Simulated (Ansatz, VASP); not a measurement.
P in VASP and in Ansatz

```
P
1.0
    -1.50663    1.50663    1.50663
     1.50663   -1.50663    1.50663
     1.50663    1.50663   -1.50663
P
1
Direct
  0.00000 0.00000 0.00000
```

Alike in both runs: functional PBEsol; k mesh 17 × 17 × 17; occupations fermi-dirac, width 0.05 eV; no spin polarisation.

Ansatz relaxed the structure, and its values are those at the end. VASP's run is a single point on that final structure, the one shown.

|  | VASP | Ansatz |
| --- | --- | --- |
| version | VASP 6.6.1 | Ansatz 0.2.0 |
| potentials or method | VASP PAW PBE potentials, release 64 (P) | PAW with Ansatz's default frozen-core files, scalar-relativistic |
| plane-wave cutoff (eV) | 500 | 420 |
| valence electrons in the cell | 5 | 5 |

```tsv
	VASP	Ansatz	Ansatz less VASP
pressure (GPa)	0.1	0.0	-0.13
```

VASP's potentials were made for PBE, not for PBEsol.
